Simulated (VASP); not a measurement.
# AlGa3N4 (Pm) in VASP: notebook

AlGa3N4 is run at these levels: PBEsol; tasks: single point.

Everything below comes from runs of VASP 6.6.1. Logs are shortened: lines on timing, memory, paths and dates and some standing lists are left out, and cuts for length are marked.

**1. The cell of the first run**

Symmetry: Pm, No. 6, monoclinic system. The conventional cell has a = 5.142 Å, b = 3.165 Å, c = 5.478 Å, α = 90.00°, β = 90.04°, γ = 90.00°. Al (site symmetry m) has 4 N at 1.89 to 1.90 Å within 2.5 Å. Ga (site symmetry m) has 4 N at 1.94 to 1.95 Å within 2.6 Å. Ga (site symmetry m) has 4 N at 1.94 to 1.96 Å within 2.6 Å. Within 2.6 Å of Ga (site symmetry m) lie 4 N at 1.95 to 1.96 Å. Within 2.5 Å of N (site symmetry m) lie 1 Al at 1.89 Å and 3 Ga at 1.95 Å. N (site symmetry m) has 2 Al at 1.90 Å and 2 Ga at 1.96 Å within 2.5 Å. N (site symmetry m) has 4 Ga at 1.94 to 1.95 Å within 2.6 Å. Within 2.5 Å of N (site symmetry m) lie 1 Al at 1.90 Å and 3 Ga at 1.94 Å.

**2. Single point, PBEsol**

The input, INCAR:

```
SYSTEM = AlGa3N4
ALGO = Normal
EDIFF = 1E-7
ENCUT = 520
GGA = PS
ISIF = 2
ISMEAR = 0
LASPH = .TRUE.
LCHARG = .FALSE.
LREAL = Auto
LUSENCCL = .FALSE.
LWAVE = .FALSE.
NBANDS = 76
NELM = 80
PREC = Accurate
SIGMA = 0.05
```

The input, KPOINTS:

```
k-points
0
G
  8 5 3
  0 0 0
```

The input, POSCAR:

```
AlGa3N4
1.0
    0.0000000000     -3.1649847989      0.0000000000
    0.0035856878      0.0000000000     -5.4784941327
   10.2847023913      0.0000000000      0.0002430091
Al Ga N
2 6 8
Direct
    0.5000000000      0.3326423761      0.0003017113
    0.5000000000      0.3326423761      0.5003017113
    0.5000000000      0.6650804199      0.2495583513
    0.5000000000      0.6650804199      0.7495583513
    0.0000000000      0.1684429999      0.2495136924
    0.0000000000      0.1684429999      0.7495136924
    0.0000000000      0.8338194712      0.4999308907
    0.0000000000      0.8338194712      0.9999308907
    0.5000000000      0.6599025845      0.0598343767
    0.5000000000      0.6599025845      0.5598343767
    0.0000000000      0.1736239410      0.0588229896
    0.0000000000      0.1736239410      0.5588229896
    0.0000000000      0.8337837128      0.3102218196
    0.0000000000      0.8337837128      0.8102218196
    0.5000000000      0.3327034946      0.3156161733
    0.5000000000      0.3327034946      0.8156161733
```

Potentials or basis: VASP PAW PBE potentials, release 64 (Al, Ga_d, N).

Launch:

```console
cat potpaw_PBE.64/Al/POTCAR potpaw_PBE.64/Ga_d/POTCAR potpaw_PBE.64/N/POTCAR > POTCAR
mpirun -np 1 vasp_std > vasp.out
```

OUTCAR:

```text
SYSTEM = AlGa3N4
   EDIFF = 1E-7
   ENCUT = 520
   GGA = PS
   ISIF = 2
   ISMEAR = 0
   LASPH = .TRUE.
   LREAL = Auto
   NELM = 80
   PREC = Accurate

 ion  position               nearest neighbor table
   1  0.500  0.333  0.000-   9 1.89  16 1.90  11 1.90  11 1.90
   2  0.500  0.333  0.500-  10 1.89  15 1.90  12 1.90  12 1.90
   3  0.500  0.665  0.250-  13 1.94  13 1.94  15 1.94   9 1.95
   4  0.500  0.665  0.750-  14 1.94  14 1.94  16 1.94  10 1.95
   5  0.000  0.168  0.250-  13 1.94  15 1.94  15 1.94  11 1.96
   6  0.000  0.168  0.750-  14 1.94  16 1.94  16 1.94  12 1.96
[... 8 lines left out ...]
  15  0.500  0.333  0.316-   2 1.90   3 1.94   5 1.94   5 1.94
  16  0.500  0.333  0.816-   1 1.90   4 1.94   6 1.94   6 1.94

  LATTYP: Found a simple monoclinic cell.
 ALAT       =     5.4784953061
 B/A-ratio  =     0.5777105979
 C/A-ratio  =     1.8772859735
 COS(beta)  =    -0.0006308741

  Lattice vectors:

 A1 = (   0.0035856878,   0.0000000000,  -5.4784941327)
 A2 = (   0.0000000000,  -3.1649847989,   0.0000000000)
 A3 = ( -10.2847023913,   0.0000000000,  -0.0002430091)

Analysis of symmetry for initial positions (statically):
=====================================================================
 Subroutine PRICEL returns following result:

  LATTYP: Found a simple monoclinic cell.
 ALAT       =     5.1423511971
 B/A-ratio  =     0.6154742602
 C/A-ratio  =     1.0653677853
 COS(beta)  =    -0.0006308741

  Lattice vectors:

 A1 = (   5.1423511957,   0.0000000000,   0.0001215045)
 A2 = (   0.0000000000,   3.1649847989,   0.0000000000)
 A3 = (  -0.0035856878,   0.0000000000,   5.4784941327)

   2 primitive cells build up your supercell.

 Routine SETGRP: Setting up the symmetry group for a
 simple monoclinic supercell.

 Subroutine GETGRP returns: Found  2 space group operations
 (whereof  2 operations were pure point group operations)
 out of a pool of  4 trial point group operations.

The static configuration has the point symmetry C_1h.

Analysis of symmetry for dynamics (positions and initial velocities):
=====================================================================
 Subroutine PRICEL returns following result:

  LATTYP: Found a simple monoclinic cell.
 ALAT       =     5.1423511971
 B/A-ratio  =     0.6154742602
 C/A-ratio  =     1.0653677853
 COS(beta)  =    -0.0006308741

  Lattice vectors:

 A1 = (   5.1423511957,   0.0000000000,   0.0001215045)
 A2 = (   0.0000000000,   3.1649847989,   0.0000000000)
 A3 = (  -0.0035856878,   0.0000000000,   5.4784941327)

   2 primitive cells build up your supercell.

 Routine SETGRP: Setting up the symmetry group for a
 simple monoclinic supercell.

 Subroutine GETGRP returns: Found  2 space group operations
 (whereof  2 operations were pure point group operations)
 out of a pool of  4 trial point group operations.

The dynamic configuration has the point symmetry C_1h.

 Subroutine INISYM returns: Found  2 space group operations
 (whereof  2 operations are pure point group operations),
 and found     2 'primitive' translations

----------------------------------------------------------------------------------------

                                     Primitive cell

  volume of cell :      89.1650

  direct lattice vectors                    reciprocal lattice vectors
     5.142351196  0.000000000  0.000121505     0.194463572 -0.000000000  0.000127277
     0.000000000  3.164984799  0.000000000     0.000000000  0.315957284 -0.000000000
    -0.003585688  0.000000000  5.478494133    -0.000004313  0.000000000  0.182531908

  length of vectors
     5.142351197  3.164984799  5.478495306     0.194463614  0.315957284  0.182531908

  position of ions in fractional coordinates (direct lattice)
     0.000603423  0.500000000  0.667357624
     0.499116703  0.500000000  0.334919580
     0.499027385  0.000000000  0.831557000
     0.999861781  0.000000000  0.166180529
     0.119668753  0.500000000  0.340097415
     0.117645979  0.000000000  0.826376059
     0.620443639  0.000000000  0.166216287
     0.631232347  0.500000000  0.667296505

  ion indices of the primitive-cell ions
   primitive index   ion index
                 1           1
                 2           3
                 3           5
                 4           8
                 5           9
                 6          11
                 7          14
                 8          16

----------------------------------------------------------------------------------------

 KPOINTS: k-points

Automatic generation of k-mesh.
 Grid dimensions read from file:
 generate k-points for:    8    5    3

 Generating k-lattice:

  Cartesian coordinates                     Fractional coordinates (reciprocal lattice)
     0.000000000 -0.039494660  0.000000000     0.125000000  0.000000000  0.000000000
     0.000000863  0.000000000 -0.036506382     0.000000000  0.200000000  0.000000000
[... 46 lines left out ...]
   NSW    =      0    number of steps for IOM
   IBRION =     -1    ionic relax: 0-MD 1-quasi-New 2-CG
   NFREE  =      0    steps in history (QN), initial steepest desc. (CG)
   ISIF   =      2    stress and relaxation
   ISYM   =      2    0-nonsym 1-usesym 2-fastsym
   POTIM  = 0.5000    time-step for ionic-motion
   TEBEG  =    0.0;   TEEND  =   0.0 temperature during run
   PSTRESS=    0.0 pullay stress
   NELECT =     124.0000    total number of electrons
   NUPDOWN=      -1.0000    fix difference up-down
   EMIN   =  10.00;   EMAX   =-10.00  energy-range for DOS
   EFERMI =   0.00;   METHOD = LEGACY
   ISMEAR =     0;   SIGMA  =   0.05  broadening in eV -4-tet -1-fermi 0-gaus
   EFERMI_NEDOS =   21; number of points for ismear=-14 and -15
   IALGO  =     38    algorithm
   IMIX   =      4    mixing-type and parameters
     AMIX     =   0.40;   BMIX     =  1.00
     AMIX_MAG =   1.60;   BMIX_MAG =  1.00
  volume/ion in A,a.u.               =      11.15        75.21
  Fermi-wavevector in a.u.,A,eV,Ry     =   1.450354  2.740771 28.620199  2.103525
  Thomas-Fermi vector in A             =   2.567975
   LORBIT       =      0    0 simple, 1 ext, 2 COOP (PROOUT), +10 PAW based schemes
   GGA     = PS    functional components
   LHFCALC =     F    Hartree Fock is set to
   AEXX    =    0.0000 exact exchange contribution
   IVDW    =     0    specifies the selected vdW correction
   LEPSILON=     F    determine dielectric tensor
   LRPA    =     F    only Hartree local field effects (RPA)
 non-spin polarized calculation
 Gauss-broadening in eV      SIGMA  =   0.05
  energy-cutoff  :      520.00
  volume of cell :      178.33
 maximum number of plane-waves:      4834
 NGX is ok and might be reduce to    24
   NGX = 11   NGY = 21   NGZ = 39

 number of electron     123.9999958 magnetization

 Free energy of the ion-electron system (eV)
  ---------------------------------------------------
  ext. energy  EPLUGINS =         0.00000000
  ---------------------------------------------------
  free energy    TOTEN  =      -110.05726081 eV

  energy without entropy =     -110.05726081  energy(sigma->0) =     -110.05726081

 E-fermi :   5.6723     XC(G=0): -11.7350

 val. band max:        5.4301634404   @ k =   0.0000   0.0000   0.0000
 cond. band min:       7.8074545647   @ k =   0.0000   0.0000   0.0000
 fundamental gap:      2.3772911244
 Fermi energy:         5.6722975053

 k-point     1 :       0.0000    0.0000    0.0000
  band No.  band energies     occupation
      1     -10.3933      2.00000
      2      -9.8541      2.00000
      3      -9.6567      2.00000
      4      -9.4304      2.00000
      5      -9.2523      2.00000
      6      -9.2309      2.00000
[... 66 lines left out ...]
     73      13.5821      0.00000
     74      14.1304      0.00000

 k-point     2 :       0.1250    0.0000    0.0000
  band No.  band energies     occupation
      1     -10.2696      2.00000
      2      -9.7741      2.00000
      3      -9.5742      2.00000
      4      -9.4021      2.00000
      5      -9.2329      2.00000
      6      -9.2018      2.00000
[... 1686 lines left out ...]
 k-point    24 :       0.3750    0.2000    0.3333
  band No.  band energies     occupation
      1      -9.5405      2.00000
      2      -9.4591      2.00000
      3      -9.3133      2.00000
      4      -9.2695      2.00000
      5      -9.1258      2.00000
      6      -9.1010      2.00000
[... 66 lines left out ...]
     73      12.9230      0.00000
     74      13.0464      0.00000

 [... further k-points ...]

 [bands above 74 left out]

------------------------ aborting loop because EDIFF is reached ----------------------------------------

  FORCE on cell =-STRESS in cart. coord.  units (eV):
  Direction    XX          YY          ZZ          XY          YZ          ZX
  --------------------------------------------------------------------------------------
  -------------------------------------------------------------------------------------
  Total       -0.1536412     -0.1902805     -0.2150203      0.0000000      0.0000000     -0.0093087
  in kB       -1.3803646     -1.7095440     -1.9318148      0.0000000      0.0000000     -0.0836326
  external PRESSURE =      -1.6739078 kB  Pullay stress =       0.0000000 kB

 VOLUME and BASIS-vectors are now :
 -----------------------------------------------------------------------------
  energy-cutoff  :      520.00
  volume of cell :      178.33
      direct lattice vectors                 reciprocal lattice vectors
     0.000000000 -3.164984799  0.000000000     0.000000000 -0.315957284  0.000000000
     0.003585688  0.000000000 -5.478494133     0.000004313  0.000000000 -0.182531908
    10.284702391  0.000000000  0.000243009     0.097231786  0.000000000  0.000063638

 POSITION                                       TOTAL-FORCE (eV/Angst)
 -----------------------------------------------------------------------------------
      0.00430     -1.58249     -1.82238         0.007821     -0.000000      0.000689
      5.14665     -1.58249     -1.82226         0.007821     -0.000000      0.000689
      2.56902     -1.58249     -3.64358         0.000870      0.000000     -0.000017
      7.71137     -1.58249     -3.64346         0.000870      0.000000     -0.000017
      2.56678      0.00000     -0.92275         0.002952     -0.000000      0.004398
      7.70913      0.00000     -0.92263         0.002952     -0.000000      0.004398
[... 8 lines left out ...]
      3.24721     -1.58249     -1.82264        -0.012876     -0.000000     -0.001975
      8.38956     -1.58249     -1.82252        -0.012876     -0.000000     -0.001975
 -----------------------------------------------------------------------------------
    total drift:                               -0.017424     -0.000000      0.006259

  FREE ENERGIE OF THE ION-ELECTRON SYSTEM (eV)
  ---------------------------------------------------
  free  energy   TOTEN  =      -110.0572608125 eV

  energy  without entropy=     -110.0572608125  energy(sigma->0) =     -110.05726081
```

It took 7.8 min on 1 × NVIDIA H100 80GB with 1 thread of Intel Xeon Platinum 8481C at 2.70GHz (Sapphire Rapids), shared host; peak memory 1.5 GiB.

What came out:

| Quantity | Value |
| --- | --- |
| Free energy | -110.0573 eV |
| Pressure | -0.2 GPa |
| Largest force | 0.013 eV/Å |
| Band gap on the k mesh | 2.38 eV |

Forces in eV/Å, atoms in the order of the input:
```
Al   0.008  0.000  0.001
Al   0.008  0.000  0.001
Ga   0.001  0.000  0.000
Ga   0.001  0.000  0.000
Ga   0.003  0.000  0.004
Ga   0.003  0.000  0.004
Ga  -0.010  0.000  0.001
Ga  -0.010  0.000  0.001
N    0.005  0.000 -0.008
N    0.005  0.000 -0.008
N    0.004  0.000  0.005
N    0.004  0.000  0.005
N    0.002  0.000 -0.001
N    0.002  0.000 -0.001
N   -0.013  0.000 -0.002
N   -0.013  0.000 -0.002
```

Caveat: the PAW data sets were made with another functional, which shifts forces and pressure a little. PBEsol gaps usually lie below the measured ones, often by a third to a half.

**3. Single point, PBEsol (volume scaled by 1.10, then relaxed in part)**

The input, INCAR:

```
PREC = Accurate
ENCUT = 520
EDIFF = 1E-6
ISMEAR = 0
SIGMA = 0.02
LREAL = F
LASPH = T
NELM = 60
ALGO = Normal
ISIF = 2
LWAVE = F
LCHARG = T
GGA = PS
LELF = T
LVHAR = T
NBANDS = 41
```

The input, KPOINTS:

```
Automatic mesh
0
Gamma
  6 8 6
```

The input, POSCAR:

```
AlGa3N4
1.0
    5.3106936668      0.0000000000      0.0003159394
    0.0000000000      3.2660940887      0.0000000000
   -0.0035000819      0.0000000000      5.6546704022
Al Ga N
1 3 4
Direct
    0.0002977818      0.5000000000      0.6671715952
    0.4992057300      0.5000000000      0.3347324974
    0.4994500417      0.0000000000      0.8317588860
    0.9997615138      0.0000000000      0.1664479354
    0.1197662791      0.5000000000      0.3401917305
    0.1175997851      0.0000000000      0.8263094385
    0.6205447492      0.0000000000      0.1663357383
    0.6309741293      0.5000000000      0.6670531787
```

Potentials or basis: VASP PAW PBE potentials, release 64 (Al, Ga_d, N).

Launch:

```console
cat potpaw_PBE.64/Al/POTCAR potpaw_PBE.64/Ga_d/POTCAR potpaw_PBE.64/N/POTCAR > POTCAR
mpirun -np 1 vasp_std > vasp.out
```

Wall time 6.4 min (1 thread of Intel Xeon Platinum 8259CL at 2.50GHz (Skylake/Cascade Lake), shared host); peak memory 0.42 GiB.

The run converged. Its results:

```yaml
Free_energy: -54.5722 eV
Pressure: -15.0 GPa
Largest_force: 0.008 eV/Å
Band_gap_on_the_k_mesh: 1.72 eV, direct
```

Forces in eV/Å, atoms in the order of the input:
```
Al   0.005  0.000  0.000
Ga   0.003  0.000 -0.002
Ga   0.007  0.000  0.002
Ga   0.001  0.000  0.003
N   -0.003  0.000  0.002
N   -0.007  0.000 -0.005
N   -0.004  0.000  0.000
N   -0.002  0.000  0.000
```

Levels at points of the mesh, in eV from the valence-band top:
| k point | band 29 | band 30 | band 31 | band 32 | band 33 | band 34 |
| --- | --- | --- | --- | --- | --- | --- |
| (0.00, 0.00, 0.00) | -0.06 | -0.02 | 0.00 | 1.72 | 4.00 | 4.86 |
| (0.50, 0.00, 0.00) | -0.58 | -0.34 | -0.34 | 3.88 | 3.99 | 4.12 |
| (0.00, 0.50, 0.00) | -1.85 | -1.65 | -1.61 | 5.51 | 5.51 | 6.11 |
| (0.50, 0.50, 0.00) | -1.31 | -1.30 | -1.28 | 5.27 | 5.46 | 5.53 |
| (0.00, 0.00, 0.50) | -0.53 | -0.52 | -0.31 | 3.98 | 4.16 | 5.52 |
| (0.50, 0.00, 0.50) | -1.05 | -1.03 | -0.99 | 4.86 | 4.91 | 4.97 |
| (0.00, 0.50, 0.50) | -1.90 | -0.88 | -0.78 | 4.54 | 4.88 | 5.10 |
| (0.50, 0.50, 0.50) | -1.55 | -1.50 | -1.49 | 4.00 | 4.10 | 4.13 |

Caveat: the PAW data sets were made with another functional, which shifts forces and pressure a little.

**4. Single point, PBEsol (uniaxial strain along c: -3.0 %, then relaxed in part)**

The input, INCAR:

```
PREC = Accurate ; ENCUT = 520
EDIFF = 1E-6 ; ISMEAR = 0
SIGMA = 0.02 ; LREAL = False
LASPH = True ; NELM = 100
ALGO = Normal ; ISIF = 2
LWAVE = False ; LCHARG = False
GGA = PS ; NBANDS = 41
```

The input, KPOINTS:

```
regular mesh
0
Gamma
  6 8 6
```

The input, POSCAR:

```
AlGa3N4
1.0
    5.1659926841      0.0000000000      0.0001167797
    0.0000000000      3.1989713230      0.0000000000
   -0.0033478985      0.0000000000      5.3141393975
Al Ga N
1 3 4
Direct
   -0.0002335539      0.5000000000      0.6684431170
    0.4978062206      0.5000000000      0.3337372183
    0.4977462641      0.0000000000      0.8300181919
    0.9982929167      0.0000000000      0.1675258373
    0.1210008426      0.5000000000      0.3358473855
    0.1187625195      0.0000000000      0.8219230016
    0.6214656581      0.0000000000      0.1706917820
    0.6327591422      0.5000000000      0.6718144663
```

Launch:

```console
cat potpaw_PBE.64/Al/POTCAR potpaw_PBE.64/Ga_d/POTCAR potpaw_PBE.64/N/POTCAR > POTCAR
mpirun -np 1 vasp_std > vasp.out
```

It took 3.3 min on 1 thread of Oxide Virtual Turin-like, shared host; peak memory 0.35 GiB.

Results (log left out):

```
Free energy            : -54.9531 eV
Pressure               : 2.7 GPa
Largest force          : 0.013 eV/Å
Band gap on the k mesh : 2.31 eV, direct
```

Forces on the atoms (eV/Å):
```
Al  -0.002  0.000  0.004
Ga   0.004  0.000 -0.001
Ga   0.007  0.000  0.004
Ga  -0.003  0.000  0.001
N    0.005  0.000 -0.012
N    0.004  0.000  0.007
N   -0.004  0.000 -0.002
N   -0.011  0.000 -0.001
```

Stress tensor (GPa, compression positive):
```
-0.15  0.00 -0.07
 0.00 -0.19  0.00
-0.07  0.00  8.58
```

Levels at points of the mesh, in eV from the valence-band top:
| k point | band 28 | band 29 | band 30 | band 31 | band 32 | band 33 | band 34 | band 35 |
| --- | --- | --- | --- | --- | --- | --- | --- | --- |
| (0.00, 0.00, 0.00) | -0.94 | -0.29 | -0.21 | 0.00 | 2.31 | 4.56 | 4.86 | 5.27 |
| (0.50, 0.00, 0.00) | -0.92 | -0.67 | -0.59 | -0.28 | 4.19 | 4.31 | 4.56 | 4.96 |
| (0.00, 0.50, 0.00) | -2.23 | -2.17 | -2.03 | -1.96 | 5.41 | 5.44 | 6.80 | 6.99 |
| (0.50, 0.50, 0.00) | -1.92 | -1.71 | -1.70 | -1.67 | 5.57 | 5.79 | 5.86 | 6.16 |
| (0.00, 0.00, 0.50) | -0.92 | -0.90 | -0.69 | -0.64 | 4.44 | 4.57 | 5.85 | 6.20 |
| (0.50, 0.00, 0.50) | -1.89 | -1.51 | -1.47 | -1.42 | 5.14 | 5.20 | 5.31 | 5.65 |
| (0.00, 0.50, 0.50) | -2.46 | -2.40 | -0.99 | -0.85 | 5.10 | 5.26 | 5.65 | 5.79 |
| (0.50, 0.50, 0.50) | -1.89 | -1.78 | -1.74 | -1.72 | 4.23 | 4.28 | 4.39 | 4.78 |

Caveat: the cell differs from its parent crystal (uniaxial strain along c: -3.0 %, then relaxed in part); the PAW data sets were made with another functional, which shifts forces and pressure a little.

**5. Summary**

| cell | k mesh | smearing | gap on the mesh (eV) | pressure (GPa) | largest force (eV/Å) |
| --- | --- | --- | --- | --- | --- |
| a = 3.165, b = 5.478, c = 10.285 Å, 16 atoms | 8 × 5 × 3 | gaussian 0.05 eV | 2.38 | -0.2 | 0.01 |
| a = 5.311, b = 3.266, c = 5.655 Å, 8 atoms | 6 × 8 × 6 | gaussian 0.02 eV | 1.72 | -15.0 | 0.01 |
| a = 5.166, b = 3.199, c = 5.314 Å, 8 atoms | 6 × 8 × 6 | gaussian 0.02 eV | 2.31 | 2.7 | 0.01 |

Alike in all rows: task single point; level PBEsol; potentials or basis VASP PAW PBE potentials, release 64 (Al, Ga_d, N); no spin polarisation; cutoff (eV) 520.

Caveats: the PAW data sets were made with another functional, which shifts forces and pressure a little.

Total energies depend on the potentials used, so only differences within one code and one set of settings carry meaning.
